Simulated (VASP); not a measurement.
# NaI (I-4m2) in VASP: a series of runs

Runs on NaI. Level: HSE06. Tasks: single point.

Everything below comes from runs of VASP 6.6.1. Logs are shortened: lines on timing, memory, paths and dates and some standing lists are left out, and cuts for length are marked.

### Step 1. The cell of the first run

Symmetry: I-4m2, No. 119, tetragonal system. The conventional cell has a = 4.848 Å, b = 4.848 Å, c = 7.086 Å, α = 90.00°, β = 90.00°, γ = 90.00°. Na (site symmetry -4m2) has 4 I at 3.00 Å within 4.0 Å. I (site symmetry -4m2) has 4 Na at 3.00 Å within 4.0 Å.

### Step 2. Single point, HSE06 (biaxial xy strain -3.2%)

Contents of POSCAR:

```
NaI
1.0
    0.0000000000      3.4283922248      3.5431916338
    3.4283922248      0.0000000000      3.5431916338
    3.4283922248      3.4283922248      0.0000000000
Na I
1 1
Direct
    0.0000000000      0.0000000000      0.0000000000
    0.2500000000      0.2500000000      0.2500000000
```

Contents of INCAR.step1:

```
ALGO = Normal
EDIFF = 1E-5
ENCUT = 520
GGA = PE
ISIF = 2
ISMEAR = 0
LASPH = T
LREAL = F
LWAVE = T
NBANDS = 14
NELM = 60
PREC = Accurate
SIGMA = 0.01
```

Contents of INCAR.step2:

```
ALGO = Normal
EDIFF = 1E-6
ENCUT = 520
GGA = PE
HFSCREEN = 0.2079
ISIF = 2
ISMEAR = 0
ISTART = 1
LASPH = T
LCHARG = T
LELF = T
LHFCALC = T
LREAL = F
LVHAR = T
LWAVE = F
NBANDS = 14
NELM = 60
PREC = Accurate
PRECFOCK = Normal
SIGMA = 0.01
```

Contents of KPOINTS:

```
k-points
0
Gamma
  4 4 4
```

Potentials or basis: VASP PAW PBE potentials, release 64 (Na_pv, I).

The run is started by

```bash
cat potpaw_PBE.64/Na_pv/POTCAR potpaw_PBE.64/I/POTCAR > POTCAR
cp INCAR.step1 INCAR
mpirun -np 1 vasp_std > vasp.out
cp INCAR.step2 INCAR
mpirun -np 1 vasp_std > vasp.out
```

OUTCAR:

```text
EDIFF = 1E-6
   ENCUT = 520
   GGA = PE
   HFSCREEN = 0.2079
   ISIF = 2
   ISMEAR = 0
   ISTART = 1
   LASPH = T
   LHFCALC = T
   LREAL = F
   NELM = 60
   PREC = Accurate
   PRECFOCK = Normal

 ion  position               nearest neighbor table
   1  0.000  0.000  0.000-   2 3.00   2 3.00   2 3.00   2 3.00
   2  0.250  0.250  0.250-   1 3.00   1 3.00   1 3.00   1 3.00

  LATTYP: Found a body centered tetragonal cell.
 ALAT       =     4.8484787814
 C/A-ratio  =     1.4615683778

  Lattice vectors:

 A1 = (  -3.4283922248,   0.0000000000,   3.5431916338)
 A2 = (   3.4283922248,   0.0000000000,   3.5431916338)
 A3 = (   0.0000000000,   3.4283922248,  -3.5431916338)

Analysis of symmetry for initial positions (statically):
=====================================================================
 Subroutine PRICEL returns:
 Original cell was already a primitive cell.

 Routine SETGRP: Setting up the symmetry group for a
 body centered tetragonal supercell.

 Subroutine GETGRP returns: Found  8 space group operations
 (whereof  8 operations were pure point group operations)
 out of a pool of 16 trial point group operations.

The static configuration has the point symmetry D_2d.

Analysis of symmetry for dynamics (positions and initial velocities):
=====================================================================
 Subroutine PRICEL returns:
 Original cell was already a primitive cell.

 Routine SETGRP: Setting up the symmetry group for a
 body centered tetragonal supercell.

 Subroutine GETGRP returns: Found  8 space group operations
 (whereof  8 operations were pure point group operations)
 out of a pool of 16 trial point group operations.

The dynamic configuration has the point symmetry D_2d.

 Subroutine INISYM returns: Found  8 space group operations
 (whereof  8 operations are pure point group operations),
 and found     1 'primitive' translations

----------------------------------------------------------------------------------------

                                     Primitive cell

  volume of cell :      83.2925

[... 88 lines left out ...]
   NUPDOWN=      -1.0000    fix difference up-down
   EMIN   =  10.00;   EMAX   =-10.00  energy-range for DOS
   EFERMI =   0.00;   METHOD = LEGACY
   ISMEAR =     0;   SIGMA  =   0.01  broadening in eV -4-tet -1-fermi 0-gaus
   EFERMI_NEDOS =   21; number of points for ismear=-14 and -15
   IALGO  =     38    algorithm
   IMIX   =      1    mixing-type and parameters
     AMIX     =   0.40;   BMIX     =  1.00
     AMIX_MAG =   1.60;   BMIX_MAG =  1.00
  volume/ion in A,a.u.               =      41.65       281.04
  Fermi-wavevector in a.u.,A,eV,Ry     =   0.903474  1.707318 11.105962  0.816265
  Thomas-Fermi vector in A             =   2.026804
   LORBIT       =      0    0 simple, 1 ext, 2 COOP (PROOUT), +10 PAW based schemes
   GGA     = PE    functional components
   LHFCALC =     T    Hartree Fock is set to
   PRECFOCK=normal    Normal, Fast or Accurate (Low or Medium for compatibility)
   ENCUT4O =  -1.0   cutoff for four orbital integrals eV
   NKREDX  =     1    reduce k-point grid by
   NKREDY  =     1    reduce k-point grid by
   NKREDZ  =     1    reduce k-point grid by
   AEXX    =    0.2500 exact exchange contribution
   HFSCREEN=    0.2079 screening length (either q_TF or 0.3 A-1)
   HFSCREENC=   0.2079 screening length for correlation (either q_TF or 0.3 A-1)
   ENCUTFOCK=  -1.0 apply spherical cutoff to Coloumb kernel
   IVDW    =     0    specifies the selected vdW correction
   LEPSILON=     F    determine dielectric tensor
   LRPA    =     F    only Hartree local field effects (RPA)
 non-spin polarized calculation
 Gauss-broadening in eV      SIGMA  =   0.01
  energy-cutoff  :      520.00
  volume of cell :       83.29
 maximum number of plane-waves:      2268
 NGX is ok and might be reduce to    40
  NGX = 28; NGY = 28; NGZ = 28

 number of electron      13.9999995 magnetization

 Free energy of the ion-electron system (eV)
  ---------------------------------------------------
  ext. energy  EPLUGINS =         0.00000000
  ---------------------------------------------------
  free energy    TOTEN  =        -6.12962995 eV

  energy without entropy =       -6.12962995  energy(sigma->0) =       -6.12962995

 E-fermi :  -1.4374     XC(G=0):  -5.6581

 val. band max:       -1.5091851270   @ k =   0.0000   0.0000   0.0000
 cond. band min:       3.3920047361   @ k =   0.0000   0.0000   0.0000
 fundamental gap:      4.9011898632
 Fermi energy:        -1.4373922323

 k-point     1 :       0.0000    0.0000    0.0000
  band No.  band energies     occupation
      1     -25.8092      2.00000
      2     -25.8092      2.00000
      3     -25.8071      2.00000
      4     -12.9427      2.00000
      5      -1.5526      2.00000
      6      -1.5092      2.00000
      7      -1.5092      2.00000
      8       3.3920      0.00000
      9       7.5621      0.00000
     10       7.6367      0.00000
     11       7.6367      0.00000
     12       9.2523      0.00000
     13       9.6719      0.00000
     14      10.9394      0.00000
[... 190 lines left out ...]
      1     -25.8129      2.00000
      2     -25.8110      2.00000
      3     -25.8083      2.00000
      4     -12.6947      2.00000
      5      -2.5348      2.00000
      6      -2.4122      2.00000
      7      -2.0632      2.00000
      8       5.4424      0.00000
      9       7.1453      0.00000
     10       7.1853      0.00000
     11       7.5041      0.00000
     12      10.9515      0.00000
     13      11.3394      0.00000
     14      12.0787      0.00000

------------------------ aborting loop because EDIFF is reached ----------------------------------------

  FORCE on cell =-STRESS in cart. coord.  units (eV):
  Direction    XX          YY          ZZ          XY          YZ          ZX
  --------------------------------------------------------------------------------------
  -------------------------------------------------------------------------------------
  Total        0.5762836      0.5762836      0.5668012      0.0000000     -0.0000000      0.0000000
  in kB       11.0851407     11.0851407     10.9027413      0.0000000     -0.0000000      0.0000000
  external PRESSURE =      11.0243409 kB  Pullay stress =       0.0000000 kB

 VOLUME and BASIS-vectors are now :
 -----------------------------------------------------------------------------
  energy-cutoff  :      520.00
  volume of cell :       83.29
      direct lattice vectors                 reciprocal lattice vectors
     0.000000000  3.428392225  3.543191634    -0.145840956  0.145840956  0.141115709
     3.428392225  0.000000000  3.543191634     0.145840956 -0.145840956  0.141115709
     3.428392225  3.428392225  0.000000000     0.145840956  0.145840956 -0.141115709

 POSITION                                       TOTAL-FORCE (eV/Angst)
 -----------------------------------------------------------------------------------
      0.00000      0.00000      0.00000        -0.000000     -0.000000      0.000000
      1.71420      1.71420      1.77160         0.000000      0.000000     -0.000000
 -----------------------------------------------------------------------------------
    total drift:                               -0.000000     -0.000001      0.000003

  FREE ENERGIE OF THE ION-ELECTRON SYSTEM (eV)
  ---------------------------------------------------
  free  energy   TOTEN  =        -6.1296299451 eV

  energy  without entropy=       -6.1296299451  energy(sigma->0) =       -6.12962995
```

OUTCAR.step1:

```text
EDIFF = 1E-5
   ENCUT = 520
   GGA = PE
   ISIF = 2
   ISMEAR = 0
[... 430 lines left out ...]
 -----------------------------------------------------------------------------------
      0.00000      0.00000      0.00000        -0.000000     -0.000000      0.000000
      1.71420      1.71420      1.77160         0.000000      0.000000      0.000000
 -----------------------------------------------------------------------------------
    total drift:                                0.000000      0.000000     -0.000000

  FREE ENERGIE OF THE ION-ELECTRON SYSTEM (eV)
  ---------------------------------------------------
  free  energy   TOTEN  =        -5.2592939628 eV

  energy  without entropy=       -5.2592939628  energy(sigma->0) =       -5.25929396
```

OSZICAR.step1:

```text
N       E                     dE             d eps       ncg     rms          rms(c)
DAV:   1     0.855685888054E+02    0.85569E+02   -0.64348E+03   364   0.856E+02
DAV:   2     0.229973555602E+01   -0.83269E+02   -0.76343E+02   394   0.208E+02
DAV:   3    -0.515100460902E+01   -0.74507E+01   -0.74150E+01   460   0.628E+01
DAV:   4    -0.534422246580E+01   -0.19322E+00   -0.19318E+00   476   0.106E+01
DAV:   5    -0.535020921083E+01   -0.59867E-02   -0.59867E-02   500   0.183E+00    0.168E+00
DAV:   6    -0.525760041413E+01    0.92609E-01   -0.11855E-01   436   0.162E+00    0.115E+00
DAV:   7    -0.525051689424E+01    0.70835E-02   -0.99460E-02   460   0.138E+00    0.713E-01
DAV:   8    -0.525916185159E+01   -0.86450E-02   -0.10398E-02   442   0.652E-01    0.236E-01
DAV:   9    -0.525897356902E+01    0.18828E-03   -0.27172E-04   490   0.146E-01    0.665E-02
DAV:  10    -0.525927720786E+01   -0.30364E-03   -0.38417E-04   442   0.123E-01    0.210E-02
DAV:  11    -0.525929164280E+01   -0.14435E-04   -0.37090E-05   472   0.496E-02    0.473E-03
DAV:  12    -0.525929396284E+01   -0.23200E-05   -0.33103E-06   446   0.106E-02
   1 F= -.52592940E+01 E0= -.52592940E+01  d E =-.223568E-62
```

It took 5.6 min on 1 thread of Intel Xeon 6975P-C (Granite Rapids), shared host; peak memory 0.34 GiB.

What came out:

```yaml
Free_energy: -6.1296 eV
Pressure: 1.1 GPa
Band_gap_on_the_k_mesh: 4.90 eV, direct
```

Caveat: the cell differs from its parent crystal (biaxial xy strain -3.2%); the PAW data sets were made with another functional, which shifts forces and pressure a little; spin-orbit coupling is left out, which moves the levels of the heavy elements.

### Step 3. Single point, HSE06 (epitaxial xy strain -0.5%)

Contents of POSCAR:

```
NaI
1.0
    0.0000000000      3.5265386331      3.5747106003
    3.5265386331      0.0000000000      3.5747106003
    3.5265386331      3.5265386331      0.0000000000
Na I
1 1
Direct
    0.0000000000      0.0000000000      0.0000000000
    0.2500000000      0.2500000000      0.2500000000
```

Contents of INCAR.step1:

```
SYSTEM = NaI
ALGO = Normal
EDIFF = 1E-5
ENCUT = 520
GGA = PE
ISIF = 2
ISMEAR = 0
LASPH = .True.
LCHARG = .False.
LREAL = .False.
LWAVE = .True.
NBANDS = 14
NELM = 80
PREC = Accurate
SIGMA = 0.01
```

Contents of INCAR.step2:

```
SYSTEM = NaI
ALGO = Normal
EDIFF = 1E-7
ENCUT = 520
GGA = PE
HFSCREEN = 0.2079
ISIF = 2
ISMEAR = 0
ISTART = 1
LASPH = .True.
LCHARG = .False.
LHFCALC = .True.
LREAL = .False.
LWAVE = .False.
NBANDS = 14
NELM = 80
PREC = Accurate
PRECFOCK = Normal
SIGMA = 0.01
```

Contents of KPOINTS:

```
k-points
0
Gamma
  4 4 4
  0 0 0
```

Potentials or basis: VASP PAW PBE potentials, release 64 (Na_pv, I).

The run is started by

```bash
cat potpaw_PBE.64/Na_pv/POTCAR potpaw_PBE.64/I/POTCAR > POTCAR
cp INCAR.step1 INCAR
mpirun -np 1 vasp_std > vasp.out
cp INCAR.step2 INCAR
mpirun -np 1 vasp_std > vasp.out
```

OUTCAR:

```text
SYSTEM = NaI
   EDIFF = 1E-7
   ENCUT = 520
   GGA = PE
   HFSCREEN = 0.2079
   ISIF = 2
   ISMEAR = 0
   ISTART = 1
   LASPH = .True.
   LHFCALC = .True.
   LREAL = .False.
   NELM = 80
   PREC = Accurate
   PRECFOCK = Normal

 ion  position               nearest neighbor table
   1  0.000  0.000  0.000-   2 3.07   2 3.07   2 3.07   2 3.07
   2  0.250  0.250  0.250-   1 3.07   1 3.07   1 3.07   1 3.07

  LATTYP: Found a body centered tetragonal cell.
 ALAT       =     4.9872787632
 C/A-ratio  =     1.4335314989

  Lattice vectors:

 A1 = (  -3.5265386331,   0.0000000000,   3.5747106003)
 A2 = (   3.5265386331,   0.0000000000,   3.5747106003)
 A3 = (   0.0000000000,   3.5265386331,  -3.5747106003)

Analysis of symmetry for initial positions (statically):
=====================================================================
 Subroutine PRICEL returns:
 Original cell was already a primitive cell.

 Routine SETGRP: Setting up the symmetry group for a
 body centered tetragonal supercell.

 Subroutine GETGRP returns: Found  8 space group operations
 (whereof  8 operations were pure point group operations)
 out of a pool of 16 trial point group operations.

The static configuration has the point symmetry D_2d.

Analysis of symmetry for dynamics (positions and initial velocities):
=====================================================================
 Subroutine PRICEL returns:
 Original cell was already a primitive cell.

 Routine SETGRP: Setting up the symmetry group for a
 body centered tetragonal supercell.

 Subroutine GETGRP returns: Found  8 space group operations
 (whereof  8 operations were pure point group operations)
 out of a pool of 16 trial point group operations.

The dynamic configuration has the point symmetry D_2d.

 Subroutine INISYM returns: Found  8 space group operations
 (whereof  8 operations are pure point group operations),
 and found     1 'primitive' translations

----------------------------------------------------------------------------------------
[... 119 lines left out ...]
   LRPA    =     F    only Hartree local field effects (RPA)
 non-spin polarized calculation
 Gauss-broadening in eV      SIGMA  =   0.01
  energy-cutoff  :      520.00
  volume of cell :       88.91
 maximum number of plane-waves:      2421
 NGX is ok and might be reduce to    40
  NGX = 30; NGY = 30; NGZ = 28

 number of electron      14.0000002 magnetization

 Free energy of the ion-electron system (eV)
  ---------------------------------------------------
  ext. energy  EPLUGINS =         0.00000000
  ---------------------------------------------------
  free energy    TOTEN  =        -6.15197062 eV

  energy without entropy =       -6.15197062  energy(sigma->0) =       -6.15197062

 E-fermi :  -1.7429     XC(G=0):  -5.4658

 val. band max:       -1.8391429087   @ k =   0.0000   0.0000   0.0000
 cond. band min:       2.9545271906   @ k =   0.0000   0.0000   0.0000
 fundamental gap:      4.7936700994
 Fermi energy:        -1.7428693162

 k-point     1 :       0.0000    0.0000    0.0000
  band No.  band energies     occupation
      1     -26.2477      2.00000
      2     -26.2477      2.00000
      3     -26.2467      2.00000
      4     -13.1627      2.00000
      5      -1.8554      2.00000
      6      -1.8391      2.00000
      7      -1.8391      2.00000
      8       2.9545      0.00000
      9       7.1492      0.00000
     10       7.1763      0.00000
     11       7.1763      0.00000
     12       8.9225      0.00000
     13       9.0830      0.00000
     14      10.3240      0.00000
[... 190 lines left out ...]
      1     -26.2502      2.00000
      2     -26.2489      2.00000
      3     -26.2476      2.00000
      4     -12.9642      2.00000
      5      -2.7525      2.00000
      6      -2.6237      2.00000
      7      -2.3216      2.00000
      8       5.1453      0.00000
      9       6.5985      0.00000
     10       6.7588      0.00000
     11       7.0880      0.00000
     12      10.2019      0.00000
     13      10.6500      0.00000
     14      11.3240      0.00000

------------------------ aborting loop because EDIFF is reached ----------------------------------------

  FORCE on cell =-STRESS in cart. coord.  units (eV):
  Direction    XX          YY          ZZ          XY          YZ          ZX
  --------------------------------------------------------------------------------------
  -------------------------------------------------------------------------------------
  Total        0.1163909      0.1163909      0.1040646      0.0000000      0.0000000      0.0000000
  in kB        2.0973046      2.0973046      1.8751910      0.0000000      0.0000000      0.0000000
  external PRESSURE =       2.0232667 kB  Pullay stress =       0.0000000 kB

 VOLUME and BASIS-vectors are now :
 -----------------------------------------------------------------------------
  energy-cutoff  :      520.00
  volume of cell :       88.91
      direct lattice vectors                 reciprocal lattice vectors
     0.000000000  3.526538633  3.574710600    -0.141782085  0.141782085  0.139871463
     3.526538633  0.000000000  3.574710600     0.141782085 -0.141782085  0.139871463
     3.526538633  3.526538633  0.000000000     0.141782085  0.141782085 -0.139871463

 POSITION                                       TOTAL-FORCE (eV/Angst)
 -----------------------------------------------------------------------------------
      0.00000      0.00000      0.00000         0.000000      0.000000      0.000000
      1.76327      1.76327      1.78736        -0.000000     -0.000000     -0.000000
 -----------------------------------------------------------------------------------
    total drift:                                0.000002      0.000001      0.000001

  FREE ENERGIE OF THE ION-ELECTRON SYSTEM (eV)
  ---------------------------------------------------
  free  energy   TOTEN  =        -6.1519706204 eV

  energy  without entropy=       -6.1519706204  energy(sigma->0) =       -6.15197062
```

OSZICAR.step1:

```text
N       E                     dE             d eps       ncg     rms          rms(c)
DAV:   1     0.850247858220E+02    0.85025E+02   -0.63943E+03   364   0.854E+02
DAV:   2     0.203517120886E+01   -0.82990E+02   -0.77546E+02   382   0.203E+02
DAV:   3    -0.520460327746E+01   -0.72398E+01   -0.72081E+01   454   0.617E+01
DAV:   4    -0.538290362289E+01   -0.17830E+00   -0.17826E+00   482   0.102E+01
DAV:   5    -0.538791337353E+01   -0.50098E-02   -0.50097E-02   492   0.166E+00    0.165E+00
DAV:   6    -0.528736678877E+01    0.10055E+00   -0.12990E-01   418   0.170E+00    0.113E+00
DAV:   7    -0.527926421578E+01    0.81026E-02   -0.10522E-01   418   0.139E+00    0.711E-01
DAV:   8    -0.528876772047E+01   -0.95035E-02   -0.10779E-02   412   0.670E-01    0.229E-01
DAV:   9    -0.528857516153E+01    0.19256E-03   -0.26123E-04   472   0.141E-01    0.730E-02
DAV:  10    -0.528893931411E+01   -0.36415E-03   -0.45296E-04   406   0.130E-01    0.225E-02
DAV:  11    -0.528895663172E+01   -0.17318E-04   -0.45090E-05   484   0.532E-02    0.548E-03
DAV:  12    -0.528895923792E+01   -0.26062E-05   -0.41802E-06   440   0.115E-02
   1 F= -.52889592E+01 E0= -.52889592E+01  d E =-.667686E-12
```

Wall time 11 min (1 thread of Intel Xeon 6975P-C (Granite Rapids), shared host); peak memory 0.36 GiB.

Results:

```yaml
Free_energy: -6.1520 eV
Pressure: 0.2 GPa
Band_gap_on_the_k_mesh: 4.79 eV, direct
```

Caveat: the cell differs from its parent crystal (epitaxial xy strain -0.5%); the PAW data sets were made with another functional, which shifts forces and pressure a little; spin-orbit coupling is left out, which moves the levels of the heavy elements.
